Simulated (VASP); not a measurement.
# Os (P6_3/mmc) in VASP: a series of runs, part 2 of 2

VASP 6.6.1. The steps go on from the part before.

## Step 3: Single point, BLYP+D4

This run uses another cell than the first one, of 14.26 Å³/atom.

Input file INCAR:

```
PREC = Accurate
ENCUT = 560
EDIFF = 1E-6
ISMEAR = -1
SIGMA = 0.05
LREAL = F
LASPH = T
NELM = 120
ALGO = Normal
ISIF = 2
LWAVE = F
LCHARG = F
GGA = B5
ALDAX = 1.0
AGGAX = 1.0
AGGAC = 1.0
ALDAC = 0.0
IVDW = 13
NBANDS = 23
VDW_S6 = 1.0
VDW_S8 = 2.34076671
VDW_A1 = 0.44488865
VDW_A2 = 4.0933009
GGA_COMPAT = F
```

Input file KPOINTS:

```
Automatic mesh
0
Gamma
  11 11 6
```

Input file POSCAR:

```
Os
1.0
    2.7522071502      0.0000000000      0.0000000000
   -1.3761035751      2.3834813086      0.0000000000
    0.0000000000      0.0000000000      4.3483081185
Os
2
Direct
    0.6666666667      0.3333333333      0.7500000000
    0.3333333333      0.6666666667      0.2500000000
```

Potentials or basis: VASP PAW PBE potentials, release 64 (Os_sv_GW).

Started as:

```sh
cat potpaw_PBE.64/Os_sv_GW/POTCAR > POTCAR
mpirun -np 1 vasp_std > vasp.out
```

OUTCAR:

```text
PREC = Accurate
   ENCUT = 560
   EDIFF = 1E-6
   ISMEAR = -1
   LREAL = F
   LASPH = T
   NELM = 120
   ISIF = 2
   GGA = B5
   IVDW = 13

 ion  position               nearest neighbor table
   1  0.667  0.333  0.750-   2 2.69   2 2.69   2 2.69   2 2.69   2 2.69   2 2.69
   2  0.333  0.667  0.250-   1 2.69   1 2.69   1 2.69   1 2.69   1 2.69   1 2.69

  LATTYP: Found a hexagonal cell.
 ALAT       =     2.7522071502
 C/A-ratio  =     1.5799348963

  Lattice vectors:

 A1 = (   2.7522071502,   0.0000000000,   0.0000000000)
 A2 = (  -1.3761035751,   2.3834813086,   0.0000000000)
 A3 = (   0.0000000000,   0.0000000000,   4.3483081185)

Analysis of symmetry for initial positions (statically):
=====================================================================
 Subroutine PRICEL returns:
 Original cell was already a primitive cell.

 Routine SETGRP: Setting up the symmetry group for a
 hexagonal supercell.

 Subroutine GETGRP returns: Found 24 space group operations
 (whereof 12 operations were pure point group operations)
 out of a pool of 24 trial point group operations.

The static configuration has the point symmetry D_3d.
 The point group associated with its full space group is D_6h.

Analysis of symmetry for dynamics (positions and initial velocities):
=====================================================================
 Subroutine PRICEL returns:
 Original cell was already a primitive cell.

 Routine SETGRP: Setting up the symmetry group for a
 hexagonal supercell.

 Subroutine GETGRP returns: Found 24 space group operations
 (whereof 12 operations were pure point group operations)
 out of a pool of 24 trial point group operations.

The dynamic configuration has the point symmetry D_3d.
 The point group associated with its full space group is D_6h.

 Subroutine INISYM returns: Found 24 space group operations
 (whereof 12 operations are pure point group operations),
 and found     1 'primitive' translations

[... 112 lines left out ...]
   IMIX   =      4    mixing-type and parameters
     AMIX     =   0.40;   BMIX     =  1.00
     AMIX_MAG =   1.60;   BMIX_MAG =  1.00
  volume/ion in A,a.u.               =      14.26        96.25
  Fermi-wavevector in a.u.,A,eV,Ry     =   1.701063  3.214543 39.370033  2.893616
  Thomas-Fermi vector in A             =   2.781084
   LORBIT       =      0    0 simple, 1 ext, 2 COOP (PROOUT), +10 PAW based schemes
   GGA     = B5    functional components
   LHFCALC =     F    Hartree Fock is set to
   AEXX    =    0.0000 exact exchange contribution
   IVDW    =    13    specifies the selected vdW correction
   LEPSILON=     F    determine dielectric tensor
   LRPA    =     F    only Hartree local field effects (RPA)
 non-spin polarized calculation
  energy-cutoff  :      560.00
  volume of cell :       28.52
 maximum number of plane-waves:       880
 NGX is ok and might be reduce to    24
   NGX = 11   NGY = 11   NGZ = 17

 number of electron      32.0000000 magnetization

 Free energy of the ion-electron system (eV)
  ---------------------------------------------------
  ext. energy  EPLUGINS =         0.00000000
  ---------------------------------------------------
  free energy    TOTEN  =       -21.48959702 eV

  energy without entropy =      -21.47493806  energy(sigma->0) =      -21.48226754

 E-fermi :  13.9426     XC(G=0): -13.7902

 val. band max:       13.9155181028   @ k =   0.3636  -0.0000   0.3333
 cond. band min:      13.9949835983   @ k =   0.3636   0.0909   0.3333
 fundamental gap:      0.0794654956
 Fermi energy:        13.9426186781

 k-point     1 :       0.0000    0.0000    0.0000
  band No.  band energies     occupation
      1     -72.1715      2.00000
      2     -72.0625      2.00000
      3     -32.3824      2.00000
      4     -31.4880      2.00000
      5     -31.4880      2.00000
      6     -31.3181      2.00000
[... 613 lines left out ...]
     22      28.8926      0.00000
     23      29.8840      0.00000

 [... further k-points ...]

------------------------ aborting loop because EDIFF is reached ----------------------------------------

  DFT-D4 for vdW energy calculation

  Edisp (eV):   -2.62331

  FORCE on cell =-STRESS in cart. coord.  units (eV):
  Direction    XX          YY          ZZ          XY          YZ          ZX
  --------------------------------------------------------------------------------------
  -------------------------------------------------------------------------------------
  Total       0.48739     0.48739     0.49188    -0.00000    -0.00000    -0.00000
  in kB      27.37644    27.37644    27.62830    -0.00000    -0.00000    -0.00000
  external pressure =       27.46 kB  Pullay stress =        0.00 kB

 VOLUME and BASIS-vectors are now :
 -----------------------------------------------------------------------------
  energy-cutoff  :      560.00
  volume of cell :       28.52
      direct lattice vectors                 reciprocal lattice vectors
     2.752207150  0.000000000  0.000000000     0.363344743  0.209777185  0.000000000
    -1.376103575  2.383481309  0.000000000     0.000000000  0.419554370  0.000000000
     0.000000000  0.000000000  4.348308119     0.000000000  0.000000000  0.229974503

 POSITION                                       TOTAL-FORCE (eV/Angst)
 -----------------------------------------------------------------------------------
      1.37610      0.79449      3.26123        -0.000000      0.000000      0.000000
     -0.00000      1.58899      1.08708         0.000000     -0.000000      0.000000
 -----------------------------------------------------------------------------------
    total drift:                                0.000000     -0.000000      0.000000

  FREE ENERGIE OF THE ION-ELECTRON SYSTEM (eV)
  ---------------------------------------------------
  free  energy   TOTEN  =       -24.1129095097 eV

  energy  without entropy=      -24.0982505465  energy(sigma->0) =      -24.10558003
```

OSZICAR:

```text
N       E                     dE             d eps       ncg     rms          rms(c)
DAV:   1     0.326262754400E+03    0.32626E+03   -0.23698E+04  3040   0.157E+03
DAV:   2    -0.137388168521E+02   -0.34000E+03   -0.32492E+03  3597   0.479E+02
DAV:   3    -0.236939280993E+02   -0.99551E+01   -0.98914E+01  3630   0.797E+01
DAV:   4    -0.237310583328E+02   -0.37130E-01   -0.37123E-01  3245   0.552E+00
DAV:   5    -0.237311912348E+02   -0.13290E-03   -0.13290E-03  3638   0.299E-01    0.126E+02
DAV:   6    -0.217228786233E+02    0.20083E+01   -0.33308E+00  3231   0.138E+01    0.670E+01
DAV:   7    -0.215259898780E+02    0.19689E+00   -0.14018E+00  3525   0.848E+00    0.123E+01
DAV:   8    -0.214900832282E+02    0.35907E-01   -0.13337E-01  3217   0.319E+00    0.128E+00
DAV:   9    -0.214896946508E+02    0.38858E-03   -0.25397E-03  3532   0.373E-01    0.637E-01
DAV:  10    -0.214895903683E+02    0.10428E-03   -0.18733E-04  3161   0.153E-01    0.419E-01
DAV:  11    -0.214895968899E+02   -0.65216E-05   -0.45730E-06  3013   0.225E-02    0.415E-02
DAV:  12    -0.214895970186E+02   -0.12872E-06   -0.14007E-07  1885   0.321E-03
   1 F= -.24112910E+02 E0= -.24105580E+02  d E =-.146590E-01
```

It took 41 s on 1 thread of Intel Xeon Platinum 8488C (Sapphire Rapids), shared host; peak memory 0.18 GiB.

What came out:

* Free energy: -24.1129 eV
* Pressure: 2.7 GPa
* Band gap on the k mesh: zero (bands 16 and 17 overlap by 3.78 eV)
* Dispersion energy per atom: -1.312 eV

Caveat: the dispersion term is far too large for a dense solid, which distorts pressure and volume; the PAW data sets were made with another functional, which shifts forces and pressure a little; spin-orbit coupling is left out, which moves the levels of the heavy elements.

## Step 4: Single point, BLYP+D4

This run uses another cell than the first one, of 13.70 Å³/atom.

Input file INCAR:

```
SYSTEM = Os
PREC = Accurate
ENCUT = 560
EDIFF = 1E-6
ISMEAR = -1
SIGMA = 0.05
LREAL = .FALSE.
LASPH = .TRUE.
NELM = 120
ALGO = Normal
ISIF = 2
LWAVE = .FALSE.
LCHARG = .FALSE.
GGA = B5
ALDAX = 1.0
AGGAX = 1.0
AGGAC = 1.0
ALDAC = 0.0
IVDW = 13
VDW_S6 = 1.0
VDW_S8 = 2.34076671
VDW_A1 = 0.44488865
VDW_A2 = 4.0933009
NBANDS = 23
GGA_COMPAT = .FALSE.
```

Input file KPOINTS:

```
regular mesh
0
G
  11 11 6
  0 0 0
```

Input file POSCAR:

```
Os
1.0
    2.7157497827      0.0000000000      0.0000000000
   -1.3578748913      2.3519083021      0.0000000000
    0.0000000000      0.0000000000      4.2907078513
Os
2
Direct
    0.6666666667      0.3333333333      0.7500000000
    0.3333333333      0.6666666667      0.2500000000
```

Started as:

```sh
cat potpaw_PBE.64/Os_sv_GW/POTCAR > POTCAR
mpirun -np 1 vasp_std > vasp.out
```

Wall time 25 s (1 thread of Intel Xeon 6975P-C (Granite Rapids), shared host); peak memory 0.18 GiB.

The run converged. Its results:

- Free energy: -24.0222 eV
- Pressure: 20.6 GPa
- Band gap on the k mesh: zero (bands 16 and 17 overlap by 4.02 eV)
- Dispersion energy per atom: -1.364 eV

Stress tensor (GPa, compression positive):
```
20.12  0.00  0.00
 0.00 20.12  0.00
 0.00  0.00 21.46
```

Levels at points of the mesh, in eV from the Fermi level:
```
           k point  band 12  band 13  band 14  band 15  band 16  band 17  band 18  band 19  band 20  band 21
(0.00, 0.00, 0.00)    -3.10    -2.85    -2.24    -2.24    -1.59    -1.59     0.47     1.77     1.77     9.38
(0.00, 0.00, 0.50)    -3.53    -3.30    -3.30    -3.30    -3.30     0.96     0.96     0.96     0.96    13.39
```

Caveat: the cell stands under pressure; the dispersion term is far too large for a dense solid, which distorts pressure and volume; the PAW data sets were made with another functional, which shifts forces and pressure a little; spin-orbit coupling is left out, which moves the levels of the heavy elements.

## Step 5: The runs side by side

```csv
level,potentials or basis,cell,gap on the mesh (eV),pressure (GPa)
LDA,"VASP PAW LDA potentials, release 64 (Os_sv_GW)","a = 2.788, b = 2.788, c = 4.404 Å, angles 90.0, 90.0, 120.0°, 2 atoms",none,-29.2
BLYP+D4,"VASP PAW PBE potentials, release 64 (Os_sv_GW)","a = 2.752, b = 2.752, c = 4.348 Å, angles 90.0, 90.0, 120.0°, 2 atoms",none,2.7
BLYP+D4,"VASP PAW PBE potentials, release 64 (Os_sv_GW)","a = 2.716, b = 2.716, c = 4.291 Å, angles 90.0, 90.0, 120.0°, 2 atoms",none,20.6
```

Alike in all rows: task single point; no spin polarisation; k mesh 11 × 11 × 6; cutoff (eV) 560; smearing fermi-dirac 0.05 eV.

Caveats: spin-orbit coupling is left out, which moves the levels of the heavy elements; the dispersion term is far too large for a dense solid, which distorts pressure and volume (at least some runs); the PAW data sets were made with another functional, which shifts forces and pressure a little (at least some runs); the cell stands under tension (at least some runs); the cell stands under pressure (at least some runs).

Total energies depend on the potentials used, so only differences within one code and one set of settings carry meaning.

The gap in the log of VASP goes by the Fermi energy; the results here count the filled bands.